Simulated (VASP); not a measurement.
Set up this calculation in VASP 6.6.1, as the native input.

| Item | Value |
| --- | --- |
| Task | single point |
| Functional | PBE |
| Potentials or basis | VASP PAW PBE potentials, release 64 (Be, Te, O) |
| Cutoff | 520 eV |
| k mesh | 6 × 6 × 4 |
| Occupations | gaussian, width 0.02 eV |
| Spin | no spin polarisation |
| Dipole correction | no |
| Further INCAR settings | ALGO = Normal; EDIFF = 1e-06; NBANDS = 21 |

The structure of Be3TeO2 lies in POSCAR:

```
Be3TeO2
1.0
    5.4042833578      0.0000000000      0.0000000000
   -2.7021416789      4.6802466771      0.0000000000
    0.0000000000      0.0000000000      5.7635471498
Be Te O
3 1 2
Direct
    0.5000000000      0.0000000000      0.5000000000
    0.0000000000      0.5000000000      0.5000000000
    0.5000000000      0.5000000000      0.5000000000
    0.0000000000      0.0000000000      0.5000000000
    0.3333333333      0.6666666667      0.5000000000
    0.6666666667      0.3333333333      0.5000000000
```

The cell was built from a structure type or drawn by symmetry, and may not be a known phase.

One way to write it, as run:

INCAR

```
SYSTEM = Be3TeO2
PREC = Accurate ; ENCUT = 520
EDIFF = 1E-6 ; ISMEAR = 0
SIGMA = 0.02 ; LREAL = .False.
LASPH = .True. ; NELM = 80
ALGO = Normal ; ISIF = 2
LWAVE = .False. ; LCHARG = .False.
GGA = PE ; NBANDS = 21
```

KPOINTS

```
regular mesh
0
Gamma
  6 6 4
  0 0 0
```

Potentials or basis: VASP PAW PBE potentials, release 64 (Be, Te, O).

Launch:

```bash
$ cat potpaw_PBE.64/Be/POTCAR potpaw_PBE.64/Te/POTCAR potpaw_PBE.64/O/POTCAR > POTCAR
$ mpirun -np 1 vasp_std > vasp.out
```

It gave:

```json
{"Pressure": "0.0 GPa", "Band gap on the k mesh": "2.55 eV"}
```

Caveat: spin-orbit coupling is left out, which moves the levels of the heavy elements.

Run time: 71 s on 1 thread of Intel(R) Xeon(R) Platinum 8488C (Sapphire Rapids), with other jobs on the host, peak memory 0.28 GiB.
